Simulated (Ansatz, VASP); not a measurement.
**Two plane-wave programs on BAs**

```
B As
1.0
     0.00000    2.36794    2.36794
     2.36794    0.00000    2.36794
     2.36794    2.36794    0.00000
B As
1 1
Direct
  0.00000 0.00000 0.00000
  0.75000 0.75000 0.75000
```

Alike in both runs: task single point; functional PBEsol; k mesh 10 × 10 × 10; no spin polarisation.

|  | VASP | Ansatz |
| --- | --- | --- |
| version | VASP 6.6.1 | Ansatz 0.2.0 |
| potentials or method | VASP PAW PBE potentials, release 64 (B, As_d), cutoff 560 eV | scalar-relativistic, plane waves, PAW |
| occupations | gaussian, width 0.01 eV | fixed |
| valence electrons in the cell | 18 | 18 |

```csv
,VASP,Ansatz,Ansatz less VASP
gap on the k mesh at the Fermi level (eV),1.06,1.06,-0.001
least direct gap on the mesh (eV),3.28,3.28,-0.001
pressure (GPa),2.8,3.0,+0.18
```

VASP's potentials were made for PBE, not for PBEsol.
